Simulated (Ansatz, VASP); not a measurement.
# Two plane-wave programs on SnTe

```
CELL_PARAMETERS angstrom
0.00000 3.68247 3.73663
3.68247 0.00000 3.73663
3.68247 3.68247 0.00000
ATOMIC_POSITIONS crystal
Sn 0.00000 0.00000 0.00000
Te 0.75000 0.75000 0.75000
```

Alike in both runs: task single point; functional PBE; k mesh 8 × 8 × 8; occupations gaussian, width 0.05 eV; no spin polarisation.

|  | VASP | Ansatz |
| --- | --- | --- |
| version | VASP 6.6.1 | Ansatz 0.2.0 |
| potentials or method | VASP PAW PBE potentials, release 64 (Sn_d, Te), cutoff 520 eV | scalar-relativistic, plane waves, PAW |
| valence electrons in the cell | 20 | 30 |

```csv
,VASP,Ansatz,Ansatz less VASP
gap on the k mesh at the Fermi level (eV),0.26,0.26,+0.002
least direct gap on the mesh (eV),0.86,0.86,+0.001
pressure (GPa),-1.6,-1.6,+0.01
"traceless stress, the component that is largest in VASP (GPa)",-0.05,-0.05,0.000
```

The functional is the same, so the differences come from potentials, cutoffs and numerics. VASP's potentials hold 20 valence electrons a cell and Ansatz's 30, so a difference there can come from the potentials and not from the codes.

Neither program's run includes spin-orbit coupling.
